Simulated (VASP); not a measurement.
# Pb (P6_3/mmc) in VASP: a series of runs

The runs below take Pb through single point, relaxation of cell and atoms, with PBE.

All numbers are computed with VASP 6.6.1; they aren't measurements. Logs are shortened: lines on timing, memory, paths and dates and some standing lists are left out, and cuts for length are marked.

## Step 1: The cell of the first run

The structure is hexagonal, space group P6_3/mmc (No. 194). The conventional cell has a = 3.510 Å, b = 3.510 Å, c = 5.971 Å, α = 90.00°, β = 90.00°, γ = 120.00°. Within 4.6 Å of Pb (site symmetry -6m2) lie 12 Pb at 3.51 to 3.61 Å.

## Step 2: Single point, PBE

Contents of INCAR:

```
SYSTEM = Pb
PREC = Accurate ; ENCUT = 520
EDIFF = 1E-7 ; ISMEAR = -1
SIGMA = 0.05 ; LREAL = .FALSE.
LASPH = .TRUE. ; NELM = 60
ALGO = Normal ; ISIF = 2
LWAVE = .FALSE. ; LCHARG = .FALSE.
GGA = PE ; NBANDS = 21
```

Contents of KPOINTS:

```
Automatic mesh
0
G
  12 12 7
  0 0 0
```

Contents of POSCAR:

```
Pb
1.0
    3.5102049076      0.0000000000      0.0000000000
   -1.7551024538      3.0399266224      0.0000000000
    0.0000000000      0.0000000000      5.9708505912
Pb
2
Direct
    0.3333333333      0.6666666667      0.2500000000
    0.6666666667      0.3333333333      0.7500000000
```

Potentials or basis: VASP PAW PBE potentials, release 64 (Pb_d).

The run is started by

```
> cat potpaw_PBE.64/Pb_d/POTCAR > POTCAR
> mpirun -np 1 vasp_std > vasp.out
```

OUTCAR:

```text
SYSTEM = Pb
   PREC = Accurate
   ENCUT = 520
   EDIFF = 1E-7
   ISMEAR = -1
   LREAL = .FALSE.
   LASPH = .TRUE.
   NELM = 60
   ISIF = 2
   GGA = PE

 ion  position               nearest neighbor table
   1  0.333  0.667  0.250-   2 3.61   2 3.61   2 3.61   2 3.61   2 3.61   2 3.61
   2  0.667  0.333  0.750-   1 3.61   1 3.61   1 3.61   1 3.61   1 3.61   1 3.61

  LATTYP: Found a hexagonal cell.
 ALAT       =     3.5102049076
 C/A-ratio  =     1.7009977333

  Lattice vectors:

 A1 = (   3.5102049076,   0.0000000000,   0.0000000000)
 A2 = (  -1.7551024538,   3.0399266224,   0.0000000000)
 A3 = (   0.0000000000,   0.0000000000,   5.9708505912)

Analysis of symmetry for initial positions (statically):
=====================================================================
 Subroutine PRICEL returns:
 Original cell was already a primitive cell.

 Routine SETGRP: Setting up the symmetry group for a
 hexagonal supercell.

 Subroutine GETGRP returns: Found 24 space group operations
 (whereof 12 operations were pure point group operations)
 out of a pool of 24 trial point group operations.

The static configuration has the point symmetry D_3d.
 The point group associated with its full space group is D_6h.

Analysis of symmetry for dynamics (positions and initial velocities):
=====================================================================
 Subroutine PRICEL returns:
 Original cell was already a primitive cell.

 Routine SETGRP: Setting up the symmetry group for a
 hexagonal supercell.

 Subroutine GETGRP returns: Found 24 space group operations
 (whereof 12 operations were pure point group operations)
 out of a pool of 24 trial point group operations.

The dynamic configuration has the point symmetry D_3d.
 The point group associated with its full space group is D_6h.

 Subroutine INISYM returns: Found 24 space group operations
 (whereof 12 operations are pure point group operations),
 and found     1 'primitive' translations

----------------------------------------------------------------------------------------

                                     Primitive cell

  volume of cell :      63.7135

  direct lattice vectors                    reciprocal lattice vectors
     3.510204908  0.000000000  0.000000000     0.284883654  0.164477654  0.000000000
    -1.755102454  3.039926622  0.000000000     0.000000000  0.328955309  0.000000000
     0.000000000  0.000000000  5.970850591     0.000000000  0.000000000  0.167480325

[... 73 lines left out ...]
 SYSTEM =  Pb
   PREC   = accura    normal or accurate (medium, high low for compatibility)
   ISTART =      0    job   : 0-new  1-cont  2-samecut
   ICHARG =      2    charge: 1-file 2-atom 10-const
   ISPIN  =      1    spin polarized calculation?
   LNONCOLLINEAR =      F non collinear calculations
   LSORBIT =      F    spin-orbit coupling
   LASPH  =      T    aspherical Exc in radial PAW
   ENCUT  =  520.0 eV  38.22 Ry    6.18 a.u.   6.53  6.53 11.10*2*pi/ulx,y,z
   NELM   =     60;   NELMIN=  2; NELMDL= -5     # of ELM steps
   EDIFF  = 0.1E-06   stopping-criterion for ELM
   LREAL  =      F    real-space projection
   EDIFFG = 0.1E-05   stopping-criterion for IOM
   NSW    =      0    number of steps for IOM
   IBRION =     -1    ionic relax: 0-MD 1-quasi-New 2-CG
   NFREE  =      0    steps in history (QN), initial steepest desc. (CG)
   ISIF   =      2    stress and relaxation
   ISYM   =      2    0-nonsym 1-usesym 2-fastsym
   POTIM  = 0.5000    time-step for ionic-motion
   TEBEG  =    0.0;   TEEND  =   0.0 temperature during run
   PSTRESS=    0.0 pullay stress
   NELECT =      28.0000    total number of electrons
   NUPDOWN=      -1.0000    fix difference up-down
   EMIN   =  10.00;   EMAX   =-10.00  energy-range for DOS
   EFERMI =   0.00;   METHOD = LEGACY
   ISMEAR =    -1;   SIGMA  =   0.05  broadening in eV -4-tet -1-fermi 0-gaus
   EFERMI_NEDOS =   21; number of points for ismear=-14 and -15
   IALGO  =     38    algorithm
   IMIX   =      4    mixing-type and parameters
     AMIX     =   0.40;   BMIX     =  1.00
     AMIX_MAG =   1.60;   BMIX_MAG =  1.00
  volume/ion in A,a.u.               =      31.86       214.98
  Fermi-wavevector in a.u.,A,eV,Ry     =   1.244659  2.352064 21.077806  1.549175
  Thomas-Fermi vector in A             =   2.378916
   LORBIT       =      0    0 simple, 1 ext, 2 COOP (PROOUT), +10 PAW based schemes
   GGA     = PE    functional components
   LHFCALC =     F    Hartree Fock is set to
   AEXX    =    0.0000 exact exchange contribution
   IVDW    =     0    specifies the selected vdW correction
   LEPSILON=     F    determine dielectric tensor
   LRPA    =     F    only Hartree local field effects (RPA)
 non-spin polarized calculation
  energy-cutoff  :      520.00
  volume of cell :       63.71
 maximum number of plane-waves:      1750
 NGX is ok and might be reduce to    28

 number of electron      27.9999995 magnetization

 Free energy of the ion-electron system (eV)
  ---------------------------------------------------
  ext. energy  EPLUGINS =         0.00000000
  ---------------------------------------------------
  free energy    TOTEN  =        -7.10207423 eV

  energy without entropy =       -7.09352506  energy(sigma->0) =       -7.09779964

 E-fermi :   6.7049     XC(G=0):  -9.9500

 val. band max:        6.7013208846   @ k =   0.1667   0.1667   0.0000
 cond. band min:       6.7051401294   @ k =   0.2500   0.2500   0.2857
 fundamental gap:      0.0038192448
 Fermi energy:         6.7048826409

 k-point     1 :       0.0000    0.0000    0.0000
  band No.  band energies     occupation
      1     -10.3253      2.00000
      2     -10.3230      2.00000
      3     -10.2921      2.00000
      4     -10.2921      2.00000
      5     -10.2773      2.00000
      6     -10.2773      2.00000
[... 565 lines left out ...]
     20      14.6336      0.00000
     21      16.1256      0.00000

 [... further k-points ...]
[... 5 lines left out ...]
  --------------------------------------------------------------------------------------
  -------------------------------------------------------------------------------------
  Total        0.0686157      0.0686157      0.0826846     -0.0000000     -0.0000000     -0.0000000
  in kB        1.7254490      1.7254490      2.0792337     -0.0000000     -0.0000000     -0.0000000
  external PRESSURE =       1.8433772 kB  Pullay stress =       0.0000000 kB

 VOLUME and BASIS-vectors are now :
 -----------------------------------------------------------------------------
  energy-cutoff  :      520.00
  volume of cell :       63.71
      direct lattice vectors                 reciprocal lattice vectors
     3.510204908  0.000000000  0.000000000     0.284883654  0.164477654  0.000000000
    -1.755102454  3.039926622  0.000000000     0.000000000  0.328955309  0.000000000
     0.000000000  0.000000000  5.970850591     0.000000000  0.000000000  0.167480325

 POSITION                                       TOTAL-FORCE (eV/Angst)
 -----------------------------------------------------------------------------------
     -0.00000      2.02662      1.49271        -0.000000      0.000000      0.000000
      1.75510      1.01331      4.47814         0.000000     -0.000000      0.000000
 -----------------------------------------------------------------------------------
    total drift:                               -0.000000      0.000000     -0.000000

  FREE ENERGIE OF THE ION-ELECTRON SYSTEM (eV)
  ---------------------------------------------------
  free  energy   TOTEN  =        -7.1020742307 eV

  energy  without entropy=       -7.0935250577  energy(sigma->0) =       -7.09779964
```

stdout:

```text
POSCAR found type information on POSCAR Pb
 POSCAR found :  1 types and       2 ions
 scaLAPACK will be used
 LDA part: xc-table for (Slater+PW92), standard interpolation
 POSCAR, INCAR and KPOINTS ok, starting setup
 FFT: planning ... GRIDC
 FFT: planning ... GRID_SOFT
 FFT: planning ... GRID
 WAVECAR not read
 entering main loop
```

It took 100 s on 1 thread of Intel Xeon Platinum 8488C (Sapphire Rapids), shared host; peak memory 0.23 GiB.

What came out:

```yaml
Free_energy: -7.1021 eV
Pressure: 0.2 GPa
Band_gap_on_the_k_mesh: zero (band 14 reaches 12.48 eV, above the bottom of band 15 at 4.93 eV)
```

Levels at points of the mesh, in eV from the Fermi level:
```
           k point  band 10  band 11  band 12  band 13  band 14  band 15  band 16  band 17  band 18  band 19
(0.00, 0.00, 0.00)   -16.79   -11.40    -8.38    -4.00     5.77     5.77     6.47     7.31     7.31     8.96
(0.50, 0.00, 0.00)   -16.74    -8.07    -7.02    -2.95    -1.65    -0.37     1.72     2.34     5.33     6.32
```

Caveat: spin-orbit coupling is left out, which moves the levels of the heavy elements.

## Step 3: Relaxation of cell and atoms, PBE, target pressure 0.25 GPa, at which the enthalpy is minimised

This run uses another cell than the first one, of the same volume but with other edges.

Contents of INCAR:

```
PREC = Accurate
ENCUT = 600
EDIFF = 1E-7
ISMEAR = -1
SIGMA = 0.05
LREAL = F
LASPH = T
NELM = 60
ALGO = Normal
ISIF = 3
LWAVE = F
LCHARG = F
GGA = PE
IBRION = 2
NSW = 60
EDIFFG = -0.005
PSTRESS = 2.5
```

Contents of KPOINTS:

```
regular mesh
0
Gamma
  12 12 7
```

Contents of POSCAR:

```
Pb
1.0
    3.5665373956      0.0000000000      0.0000000000
   -1.7832686978      3.0887119881      0.0000000000
    0.0000000000      0.0000000000      5.7777905808
Pb
2
Direct
    0.3333333333      0.6666666667      0.2500000000
    0.6666666667      0.3333333333      0.7500000000
```

Potentials or basis: VASP PAW PBE potentials, release 64 (Pb_d).

The run is started by

```
> cat potpaw_PBE.64/Pb_d/POTCAR > POTCAR
> mpirun -np 1 vasp_std > vasp.out
```

Run time: 5.4 min. Hardware: 1 thread of Intel Xeon 6975P-C, shared host; peak memory 0.26 GiB.

The run converged. Its results:

```
Free energy                                            : -7.1021 eV
Relaxed volume                                         : 31.87 Å³/atom
Relaxed cell                                           : a = 3.510 Å, b = 3.510 Å, c = 5.973 Å, α = 90.00°, β = 90.00°, γ = 120.00°
Space group after relaxing (to 0.05 Å)                 : P6_3/mmc (No. 194)
Energy change on relaxing (the enthalpy is what falls) : -5.7 meV/atom
Ionic steps                                            : 7
Pressure after relaxing                                : 0.2 GPa
Band gap on the k mesh                                 : zero (band 14 reaches 12.48 eV, above the bottom of band 15 at 4.93 eV)
```

Step by step:
```tsv
step	energy change (eV)	largest force (eV/Å)	pressure (GPa)	volume (Å³)
1	0.0000	0.0000	0.15	63.65
2	-0.0035	0.0000	0.32	63.46
3	-0.0086	0.0000	0.81	62.88
4	-0.0108	0.0000	0.31	63.64
5	-0.0106	0.0000	0.43	63.45
6	-0.0112	0.0000	0.30	63.64
7	-0.0114	0.0000	0.23	63.73
```

Final structure:
```yaml
crystal:
  lattice:
    - [3.51024, 0.00000, 0.00000]
    - [-1.75512, 3.03996, 0.00000]
    - [0.00000, 0.00000, 5.97254]
  atoms:
    - { symbol: Pb, position: [0.33333, 0.66667, 0.25000] }
    - { symbol: Pb, position: [0.66667, 0.33333, 0.75000] }
```

Levels at points of the mesh, in eV from the Fermi level:
```tsv
k point	band 10	band 11	band 12	band 13	band 14	band 15	band 16	band 17	band 18
(0.00, 0.00, 0.00)	-16.79	-11.40	-8.38	-4.00	5.78	5.78	6.46	7.31	7.31
(0.50, 0.00, 0.00)	-16.74	-8.07	-7.02	-2.95	-1.66	-0.37	1.72	2.34	5.33
```

Caveat: the cell is relaxed towards a set pressure, so the enthalpy falls and the energy may rise; spin-orbit coupling is left out, which moves the levels of the heavy elements.

## Step 4: Relaxation of cell and atoms, PBE, target pressure 0.25 GPa, at which the enthalpy is minimised

Contents of INCAR:

```
SYSTEM = Pb
PREC = Accurate ; ENCUT = 600
EDIFF = 1E-6 ; ISMEAR = -1
SIGMA = 0.05 ; LREAL = .FALSE.
LASPH = .TRUE. ; NELM = 80
ALGO = Normal ; ISIF = 3
LWAVE = .FALSE. ; LCHARG = .FALSE.
GGA = PE ; IBRION = 2
NSW = 32 ; EDIFFG = -0.005
PSTRESS = 2.5
```

Contents of KPOINTS:

```
regular mesh
0
G
  12 12 7
  0 0 0
```

Contents of POSCAR:

```
Pb
1.0
    3.5102049076      0.0000000000      0.0000000000
   -1.7551024538      3.0399266224      0.0000000000
    0.0000000000      0.0000000000      5.9708505912
Pb
2
Direct
    0.3333333333      0.6666666667      0.2500000000
    0.6666666667      0.3333333333      0.7500000000
```

The run is started by

```
> cat potpaw_PBE.64/Pb_d/POTCAR > POTCAR
> mpirun -np 1 vasp_std > vasp.out
```

It took 72 s on 1 thread of Intel Xeon 6975P-C, shared host; peak memory 0.25 GiB.

Results (log left out):

* Free energy: -7.1022 eV
* Relaxed volume: 31.86 Å³/atom
* Relaxed cell: a = 3.510 Å, b = 3.510 Å, c = 5.972 Å, α = 90.00°, β = 90.00°, γ = 120.00°
* Space group after relaxing (to 0.05 Å): P6_3/mmc (No. 194)
* Energy change on relaxing (the enthalpy is what falls): -0.0 meV/atom
* Ionic steps: 2
* Pressure after relaxing: 0.2 GPa
* Band gap on the k mesh: zero (band 14 reaches 12.48 eV, above the bottom of band 15 at 4.93 eV)

Final structure:
```cif
data_structure
_symmetry_space_group_name_H-M 'P 1'
_symmetry_Int_Tables_number 1
_cell_length_a 3.5099
_cell_length_b 3.5099
_cell_length_c 5.9723
_cell_angle_alpha 90.000
_cell_angle_beta 90.000
_cell_angle_gamma 120.000
_cell_volume 63.72
loop_
_atom_site_label
_atom_site_type_symbol
_atom_site_fract_x
_atom_site_fract_y
_atom_site_fract_z
_atom_site_occupancy
Pb1 Pb 0.33333 0.66667 0.25000 1
Pb2 Pb 0.66667 0.33333 0.75000 1
```

Levels at points of the mesh, in eV from the Fermi level:
```csv
k point,band 11,band 12,band 13,band 14,band 15,band 16,band 17,band 18
"(0.00, 0.00, 0.00)",-11.40,-8.38,-4.00,5.78,5.78,6.46,7.31,7.31
"(0.50, 0.00, 0.00)",-8.07,-7.02,-2.95,-1.66,-0.37,1.72,2.34,5.33
```

Caveat: the cell is relaxed towards a set pressure, so the enthalpy falls and the energy may rise; spin-orbit coupling is left out, which moves the levels of the heavy elements.

## Step 5: Overview

```tsv
task	cell	cutoff (eV)	gap on the mesh (eV)	pressure (GPa)
single point	a = 3.510, b = 3.510, c = 5.971 Å, angles 90.0, 90.0, 120.0°, 2 atoms	520	none	0.2
relaxation of cell and atoms	relaxed to 0.25 GPa from a = 3.567, b = 3.567, c = 5.778 Å, angles 90.0, 90.0, 120.0°, 2 atoms	600	none	0.2
relaxation of cell and atoms	relaxed to 0.25 GPa from a = 3.510, b = 3.510, c = 5.971 Å, angles 90.0, 90.0, 120.0°, 2 atoms	600	none	0.2
```

Alike in all rows: level PBE; potentials or basis VASP PAW PBE potentials, release 64 (Pb_d); no spin polarisation; k mesh 12 × 12 × 7; smearing fermi-dirac 0.05 eV.

Caveats: spin-orbit coupling is left out, which moves the levels of the heavy elements; the cell is relaxed towards a set pressure, so the enthalpy falls and the energy may rise (some runs).

Absolute energies hang on the potentials; compare differences alone.
